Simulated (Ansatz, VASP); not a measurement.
One calculation of Ag, two programs

```
CELL_PARAMETERS angstrom
0.00000 2.04275 2.04275
2.04275 0.00000 2.04275
2.04275 2.04275 0.00000
ATOMIC_POSITIONS crystal
Ag 0.00000 0.00000 0.00000
```

Alike in both runs: task single point; functional PBE; k mesh 11 × 11 × 11; occupations gaussian, width 0.012 eV; no spin polarisation.

```csv
,VASP,Ansatz
version,VASP 6.6.1,Ansatz 0.2.0
potentials or method,"VASP PAW PBE potentials, release 64 (Ag), cutoff 520 eV","all-electron LAPW, scalar-relativistic"
```

|  | VASP | Ansatz | Ansatz less VASP |
| --- | --- | --- | --- |
| gap on the k mesh at the Fermi level (eV) | none | none | - |
| pressure (GPa) | 4.1 | 4.3 | +0.16 |

A gap of «none» marks a metal or a gap that the smearing closes. Ansatz ran all-electron here, and VASP with PAW potentials.
